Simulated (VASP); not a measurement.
# MgS5 (P6/mmm) in VASP: relaxation of cell and atoms with PBE

Aim: the relaxation of cell and atoms of MgS5 with PBE.

Program: VASP 6.6.1. These are calculated values, not measurements. Logs are shortened: lines on timing, memory, paths and dates and some standing lists are left out, and cuts for length are marked.

### 1 The cell of the first run

Symmetry: P6/mmm, No. 191, hexagonal system. Conventional cell: a = 5.781 Å, b = 5.781 Å, c = 4.732 Å, α = 90.00°, β = 90.00°, γ = 120.00°. Within 4.4 Å of Mg (site symmetry 6/mmm) lie 18 S at 3.34 to 3.74 Å. S (site symmetry mmm) has 8 S at 2.89 to 2.90 Å and 4 Mg at 3.74 Å within 3.8 Å. S (site symmetry -6m2) has 9 S at 2.90 to 3.34 Å and 3 Mg at 3.34 Å within 3.8 Å.

The cell was generated, and may not be a known phase.

### 2 Relaxation of cell and atoms, PBE

Contents of INCAR:

```
PREC = Accurate
ENCUT = 840
EDIFF = 1E-7
ISMEAR = 0
SIGMA = 0.1
LREAL = F
LASPH = T
NELM = 120
ALGO = Normal
ISIF = 3
LWAVE = F
LCHARG = F
GGA = PE
IBRION = 2
NSW = 90
EDIFFG = -0.04
GGA_COMPAT = F
NELMIN = 4
```

Contents of KPOINTS:

```
Automatic mesh
0
Gamma
  3 3 4
```

Contents of POSCAR:

```
MgS5
1.0
    5.7810461300      0.0000000000      0.0000000000
   -2.8905230700      5.0065328100      0.0000000000
    0.0000000000      0.0000000000      4.7322559600
Mg S
1 5
Direct
    0.0000000000      0.0000000000      0.0000000000
    0.5000000000      0.0000000000      0.5000000000
    0.5000000000      0.5000000000      0.5000000000
    0.0000000000      0.5000000000      0.5000000000
    0.3333333300      0.6666666700      0.0000000000
    0.6666666700      0.3333333300      0.0000000000
```

Potentials or basis: VASP PAW PBE potentials, release 64 (Mg_sv, S).

Run with:

```console
$ cat potpaw_PBE.64/Mg_sv/POTCAR potpaw_PBE.64/S/POTCAR > POTCAR
$ mpirun -np 1 vasp_std > vasp.out
```

OUTCAR:

```text
PREC = Accurate
   ENCUT = 840
   EDIFF = 1E-7
   ISMEAR = 0
   LREAL = F
   LASPH = T
   NELM = 120
   ISIF = 3
   GGA = PE
   IBRION = 2
   NSW = 90
   EDIFFG = -0.04
   NELMIN = 4

 ion  position               nearest neighbor table
   1  0.000  0.000  0.000-
   2  0.500  0.000  0.500-
   3  0.500  0.500  0.500-
   4  0.000  0.500  0.500-
   5  0.333  0.667  0.000-
   6  0.667  0.333  0.000-

  LATTYP: Found a hexagonal cell.
 ALAT       =     5.7810461300
 C/A-ratio  =     0.8185812487

  Lattice vectors:

 A1 = (   5.7810461300,   0.0000000000,   0.0000000000)
 A2 = (  -2.8905230700,   5.0065328100,   0.0000000000)
 A3 = (   0.0000000000,   0.0000000000,   4.7322559600)

Analysis of symmetry for initial positions (statically):
=====================================================================
 Subroutine PRICEL returns:
 Original cell was already a primitive cell.

 Routine SETGRP: Setting up the symmetry group for a
 hexagonal supercell.

 Subroutine GETGRP returns: Found 24 space group operations
 (whereof 24 operations were pure point group operations)
 out of a pool of 24 trial point group operations.

The static configuration has the point symmetry D_6h.

Analysis of symmetry for dynamics (positions and initial velocities):
=====================================================================
 Subroutine PRICEL returns:
 Original cell was already a primitive cell.

 Routine SETGRP: Setting up the symmetry group for a
 hexagonal supercell.

 Subroutine GETGRP returns: Found 24 space group operations
 (whereof 24 operations were pure point group operations)
 out of a pool of 24 trial point group operations.

The dynamic configuration has the point symmetry D_6h.

 Subroutine INISYM returns: Found 24 space group operations
 (whereof 24 operations are pure point group operations),
 and found     1 'primitive' translations

----------------------------------------------------------------------------------------

                                     Primitive cell

  volume of cell :     136.9657

  direct lattice vectors                    reciprocal lattice vectors
     5.781046130  0.000000000  0.000000000     0.172979073  0.099869514  0.000000000
    -2.890523070  5.006532810  0.000000000     0.000000000  0.199739029  0.000000000
     0.000000000  0.000000000  4.732255960     0.000000000  0.000000000  0.211315704

  length of vectors
     5.781046130  5.781046133  4.732255960     0.199739029  0.199739029  0.211315704

  position of ions in fractional coordinates (direct lattice)
     0.000000000  0.000000000  0.000000000
     0.500000000  0.000000000  0.500000000
     0.500000000  0.500000000  0.500000000
     1.000000000  0.500000000  0.500000000
     0.333333330  0.666666670  0.000000000
     0.666666670  0.333333330  0.000000000

  ion indices of the primitive-cell ions
   primitive index   ion index
                 1           1
                 2           2
                 3           3
                 4           4
                 5           5
                 6           6

----------------------------------------------------------------------------------------

 KPOINTS: Automatic mesh

Automatic generation of k-mesh.
 Grid dimensions read from file:
 generate k-points for:    3    3    4

 Generating k-lattice:

  Cartesian coordinates                     Fractional coordinates (reciprocal lattice)
     0.057659691  0.033289838  0.000000000     0.333333333  0.000000000  0.000000000
     0.000000000  0.066579676  0.000000000     0.000000000  0.333333333  0.000000000
     0.000000000  0.000000000  0.052828926     0.000000000  0.000000000  0.250000000

  Length of vectors
     0.066579676  0.066579676  0.052828926

  Shift w.r.t. Gamma in fractional coordinates (k-lattice)
     0.000000000  0.000000000  0.000000000

 Subroutine IBZKPT returns following result:
 ===========================================

 Found      9 irreducible k-points:

 Following reciprocal coordinates:
            Coordinates               Weight
  0.000000  0.000000  0.000000      1.000000
  0.333333 -0.000000  0.000000      6.000000
  0.333333  0.333333  0.000000      2.000000
  0.000000  0.000000  0.250000      2.000000
  0.333333 -0.000000  0.250000     12.000000
  0.333333  0.333333  0.250000      4.000000
  0.000000  0.000000  0.500000      1.000000
  0.333333 -0.000000  0.500000      6.000000
  0.333333  0.333333  0.500000      2.000000
   k-points           NKPTS =      9   k-points in BZ     NKDIM =      9   number of bands    NBANDS=     24
   number of dos      NEDOS =    301   number of ions     NIONS =      6
   total plane-waves  NPLWV = 150528
   dimension x,y,z NGX =    56 NGY =   56 NGZ =   48
   dimension x,y,z NGXF=   112 NGYF=  112 NGZF=   96
   ions per type =               1   5
   NGX,Y,Z   is equivalent  to a cutoff of  16.10, 16.10, 16.86 a.u.
   NGXF,Y,Z  is equivalent  to a cutoff of  32.21, 32.21, 33.73 a.u.
 SYSTEM =  unknown system
   PREC   = accura    normal or accurate (medium, high low for compatibility)
   ISTART =      0    job   : 0-new  1-cont  2-samecut
   ICHARG =      2    charge: 1-file 2-atom 10-const
   ISPIN  =      1    spin polarized calculation?
   LNONCOLLINEAR =      F non collinear calculations
   LSORBIT =      F    spin-orbit coupling
   LASPH  =      T    aspherical Exc in radial PAW
   ENCUT  =  840.0 eV  61.74 Ry    7.86 a.u.  13.66 13.66 11.18*2*pi/ulx,y,z
   NELM   =    120;   NELMIN=  4; NELMDL= -5     # of ELM steps
   EDIFF  = 0.1E-06   stopping-criterion for ELM
   LREAL  =      F    real-space projection
   EDIFFG = -.4E-01   stopping-criterion for IOM
   NSW    =     90    number of steps for IOM
   IBRION =      2    ionic relax: 0-MD 1-quasi-New 2-CG
   NFREE  =      1    steps in history (QN), initial steepest desc. (CG)
   ISIF   =      3    stress and relaxation
   ISYM   =      2    0-nonsym 1-usesym 2-fastsym
   POTIM  = 0.5000    time-step for ionic-motion
   TEBEG  =    0.0;   TEEND  =   0.0 temperature during run
   PSTRESS=    0.0 pullay stress
   NELECT =      40.0000    total number of electrons
   NUPDOWN=      -1.0000    fix difference up-down
   EMIN   =  10.00;   EMAX   =-10.00  energy-range for DOS
   EFERMI =   0.00;   METHOD = LEGACY
   ISMEAR =     0;   SIGMA  =   0.10  broadening in eV -4-tet -1-fermi 0-gaus
   EFERMI_NEDOS =   21; number of points for ismear=-14 and -15
   IALGO  =     38    algorithm
   IMIX   =      4    mixing-type and parameters
     AMIX     =   0.40;   BMIX     =  1.00
     AMIX_MAG =   1.60;   BMIX_MAG =  1.00
  volume/ion in A,a.u.               =      22.83       154.05
  Fermi-wavevector in a.u.,A,eV,Ry     =   1.086153  2.052531 16.051172  1.179728
  Thomas-Fermi vector in A             =   2.222283
   LORBIT       =      0    0 simple, 1 ext, 2 COOP (PROOUT), +10 PAW based schemes
   GGA     = PE    functional components
   LHFCALC =     F    Hartree Fock is set to
   AEXX    =    0.0000 exact exchange contribution
   IVDW    =     0    specifies the selected vdW correction
   LEPSILON=     F    determine dielectric tensor
   LRPA    =     F    only Hartree local field effects (RPA)
 conjugate gradient relaxation of ions
 non-spin polarized calculation
 Gauss-broadening in eV      SIGMA  =   0.10
  energy-cutoff  :      840.00
  volume of cell :      136.97
 maximum number of plane-waves:      7637
 NGX is ok and might be reduce to    54
   NGX = 27   NGY = 27   NGZ = 23

--------------------------------------- Ionic step        1  -------------------------------------------

 number of electron      40.0000004 magnetization

 Free energy of the ion-electron system (eV)
  ---------------------------------------------------
  ext. energy  EPLUGINS =         0.00000000
  ---------------------------------------------------
  free energy    TOTEN  =       -17.01501767 eV

  energy without entropy =      -16.99105485  energy(sigma->0) =      -17.00303626

 E-fermi :   3.4274     XC(G=0):  -9.1621

 val. band max:        3.4141871015   @ k =   0.3333   0.3333   0.5000
 cond. band min:       3.4816816768   @ k =   0.3333   0.3333   0.5000
 fundamental gap:      0.0674945753
 Fermi energy:         3.4274222581

 k-point     1 :       0.0000    0.0000    0.0000
  band No.  band energies     occupation
      1     -74.0999      2.00000
      2     -40.8916      2.00000
      3     -40.8422      2.00000
      4     -40.8422      2.00000
      5     -11.1478      2.00000
      6      -8.3397      2.00000
[... 345 lines left out ...]
  FREE ENERGIE OF THE ION-ELECTRON SYSTEM (eV)
  ---------------------------------------------------
  free  energy   TOTEN  =       -18.0360721763 eV

  energy  without entropy=      -18.0251487278  energy(sigma->0) =      -18.03061045

[... ionic steps 4 to 11 ...]

--------------------------------------- Ionic step       12  -------------------------------------------

 number of electron      39.9999997 magnetization

 E-fermi :   6.0700     XC(G=0): -10.0857

 val. band max:        6.0682215719   @ k =   0.3333  -0.0000   0.5000
 cond. band min:       6.2802631032   @ k =   0.0000   0.0000   0.0000
 fundamental gap:      0.2120415314
 Fermi energy:         6.0700291559

 k-point     1 :       0.0000    0.0000    0.0000
  band No.  band energies     occupation
      1     -71.4298      2.00000
      2     -38.1943      2.00000
      3     -38.1840      2.00000
      4     -38.1840      2.00000
      5     -10.8821      2.00000
      6      -7.5672      2.00000
[... 309 lines left out ...]
  energy  without entropy=      -18.1191046529  energy(sigma->0) =      -18.12465718

--------------------------------------- Ionic step       14  -------------------------------------------

 number of electron      40.0000009 magnetization

 Free energy of the ion-electron system (eV)
  ---------------------------------------------------
  ext. energy  EPLUGINS =         0.00000000
  ---------------------------------------------------
  free energy    TOTEN  =       -18.13824000 eV

  energy without entropy =      -18.12788861  energy(sigma->0) =      -18.13306431

 E-fermi :   5.7017     XC(G=0):  -9.9429

 val. band max:        5.7010179937   @ k =   0.3333  -0.0000   0.5000
 cond. band min:       5.8337902398   @ k =   0.0000   0.0000   0.0000
 fundamental gap:      0.1327722460
 Fermi energy:         5.7016659597

 k-point     1 :       0.0000    0.0000    0.0000
  band No.  band energies     occupation
      1     -71.8443      2.00000
      2     -38.6085      2.00000
      3     -38.5994      2.00000
      4     -38.5994      2.00000
      5     -10.9673      2.00000
      6      -7.7988      2.00000
[... 265 lines left out ...]
  FREE ENERGIE OF THE ION-ELECTRON SYSTEM (eV)
  ---------------------------------------------------
  free  energy   TOTEN  =       -18.1382400007 eV

  energy  without entropy=      -18.1278886103  energy(sigma->0) =      -18.13306431

 reached required accuracy - stopping structural energy minimisation
```

It took 5.7 min on 1 thread of Intel Xeon 6975P-C (Granite Rapids), shared host; peak memory 0.43 GiB.

What came out:

```
Free energy                           : -18.1382 eV
Relaxed volume                        : 18.91 Å³/atom
Relaxed cell                          : a = 5.779 Å, b = 5.779 Å, c = 3.923 Å, α = 90.00°, β = 90.00°, γ = 120.00°
Space group after relaxing (to 0.1 Å) : P6/mmm (No. 191)
Energy gained by relaxing             : 187.2 meV/atom
Ionic steps                           : 14
Pressure after relaxing               : 0.0 GPa
Band gap on the k mesh                : zero (bands 20 and 21 overlap by 1.55 eV)
```

The path:
| step | energy change (eV) | largest force (eV/Å) | pressure (GPa) | volume (Å³) |
| --- | --- | --- | --- | --- |
| 1 | 0.0000 | 0.0000 | -8.42 | 136.97 |
| 2 | -0.9646 | 0.0000 | -2.21 | 114.46 |
| 3 | -1.0211 | 0.0000 | 0.45 | 109.51 |
| 4 | -1.0217 | 0.0000 | 0.75 | 109.01 |
| 5 | -1.0690 | 0.0000 | 0.76 | 109.33 |
| 6 | -1.0773 | 0.0000 | 0.95 | 109.49 |
| 7 | -1.0788 | 0.0000 | 1.07 | 109.55 |
| 8 | -1.0812 | 0.0000 | 1.28 | 109.67 |
| 9 | -1.1016 | 0.0000 | 1.66 | 109.83 |
| 10 | -1.0472 | 0.0000 | 3.24 | 109.85 |
| 11 | -1.0921 | 0.0000 | 2.30 | 109.89 |
| 12 | -1.1037 | 0.0000 | 1.86 | 109.86 |
| 13 | -1.1152 | 0.0000 | -1.03 | 115.83 |
| 14 | -1.1232 | 0.0000 | 0.05 | 113.43 |

Final structure:
```cif
data_structure
_symmetry_space_group_name_H-M 'P 1'
_symmetry_Int_Tables_number 1
_cell_length_a 5.7786
_cell_length_b 5.7786
_cell_length_c 3.9226
_cell_angle_alpha 90.000
_cell_angle_beta 90.000
_cell_angle_gamma 120.000
_cell_volume 113.43
loop_
_atom_site_label
_atom_site_type_symbol
_atom_site_fract_x
_atom_site_fract_y
_atom_site_fract_z
_atom_site_occupancy
Mg1 Mg 0.00000 0.00000 0.00000 1
S1 S 0.50000 0.00000 0.50000 1
S2 S 0.50000 0.50000 0.50000 1
S3 S 0.00000 0.50000 0.50000 1
S4 S 0.33333 0.66667 0.00000 1
S5 S 0.66667 0.33333 0.00000 1
```

Caveat: the k points lie up to 0.42 Å⁻¹ apart in the final cell, too coarse for converged energies and pressures of a metal; the volume moved by over 15 % at a fixed basis, so the end points are rough.

The gap in the log of VASP goes by the Fermi energy; the results here count the filled bands.